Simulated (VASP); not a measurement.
K (a cell with a defect): single point with PBEsol

The system is K (a cell with a defect).

```xyz
23
Lattice="-5.2360 5.2360 -10.4720 5.2360 10.4720 -5.2360 5.2360 -5.2360 -10.4720" Properties=species:S:1:pos:R:3 pbc="T T T"
K     2.6548    2.6548  -18.3260
K     0.1804   -0.1804  -15.6188
K    -2.6180    2.6180  -13.0900
K     0.0117    5.3286  -15.6433
K     2.3797    7.7132  -18.4993
K     0.2276   -0.2276  -10.8669
K     2.7588    2.8563  -13.2633
K     5.4641    5.5258  -15.9001
K     2.5648   -2.5648   -7.5126
K     4.9462   -0.2281  -10.6641
K     7.8172    2.5812  -13.0900
K    -2.3797    7.9948  -12.9167
K    -0.0117   10.3794  -15.7727
K    -2.5648    2.5648   -8.1954
K     0.0926    5.2477  -10.5367
K     2.7798    8.0158  -13.0900
K    -0.2276    0.2276   -4.8411
K     2.4562    2.4562   -7.8540
K     5.1434    5.2243  -10.4073
K     0.2898   10.7001  -10.2799
K    -0.2281    4.9462   -5.0439
K     2.4772    7.6157   -7.6807
K    -0.1804    0.1804   -0.0892
```

| Item | Value |
| --- | --- |
| Program | VASP 6.6.1 |
| Task | single point |
| Functional | PBEsol |
| Potentials or basis | VASP PAW PBE potentials, release 64 (K_sv) |
| Cutoff | 400 eV |
| k mesh | 2 × 2 × 2 |
| Occupations | gaussian, width 0.1 eV |
| Spin | no spin polarisation |
| Dipole correction | no |
| Further INCAR settings | ALGO = Normal; EDIFF = 1e-06; NBANDS = 120 |

| Quantity | Value |
| --- | --- |
| Pressure | -0.1 GPa |
| Largest force | 0.006 eV/Å |
| Band gap on the k mesh | zero (an odd number of electrons rules out a gap without spin polarisation) |

Forces in eV/Å, atoms in the order of the input:
```
K    0.002  0.002  0.000
K   -0.002  0.002 -0.005
K    0.000  0.000  0.000
K   -0.001 -0.001 -0.001
K    0.002 -0.002 -0.001
K    0.000  0.000  0.001
K    0.002 -0.002 -0.001
K    0.000  0.002  0.002
K   -0.003  0.003 -0.002
K   -0.002  0.000  0.002
K   -0.002 -0.002  0.000
K   -0.002  0.002  0.001
K    0.001  0.001  0.001
K    0.003 -0.003  0.002
K   -0.001 -0.001  0.001
K    0.003  0.003  0.000
K    0.000  0.000 -0.001
K   -0.003 -0.003  0.000
K    0.001  0.001 -0.001
K    0.002  0.000 -0.002
K    0.000 -0.002 -0.002
K   -0.002  0.002  0.001
K    0.002 -0.002  0.005
```

Stress tensor (GPa, compression positive):
```
-0.12 -0.07  0.03
-0.07 -0.12 -0.03
 0.03 -0.03 -0.13
```

Levels at points of the mesh, in eV from the Fermi level:
| k point | band 99 | band 100 | band 101 | band 102 | band 103 | band 104 | band 105 | band 106 | band 107 | band 108 |
| --- | --- | --- | --- | --- | --- | --- | --- | --- | --- | --- |
| (0.00, 0.00, 0.00) | -0.83 | -0.81 | -0.73 | -0.50 | -0.48 | -0.45 | -0.37 | 0.06 | 0.07 | 0.07 |
| (0.50, 0.00, 0.00) | -0.53 | -0.50 | -0.46 | -0.39 | -0.02 | 0.02 | 0.13 | 0.15 | 0.18 | 0.18 |
| (0.00, 0.50, 0.00) | -0.81 | -0.79 | -0.77 | -0.68 | 0.06 | 0.06 | 0.07 | 0.11 | 0.37 | 0.37 |
| (0.00, 0.00, 0.50) | -0.69 | -0.69 | -0.66 | -0.57 | -0.25 | -0.23 | -0.20 | -0.15 | 0.15 | 0.15 |
| (0.50, 0.00, 0.50) | -0.77 | -0.74 | -0.04 | -0.03 | -0.03 | -0.01 | 0.08 | 0.09 | 0.37 | 0.38 |
| (0.00, 0.50, 0.50) | -0.52 | -0.50 | -0.03 | 0.01 | 0.01 | 0.02 | 0.13 | 0.15 | 0.38 | 0.39 |

Run time: 17 min on 1 thread of Intel(R) Xeon(R) 6975P-C (Granite Rapids) (shared host), peak memory 1.2 GiB.

Caveat: the PAW data sets were made with another functional, which shifts forces and pressure a little.
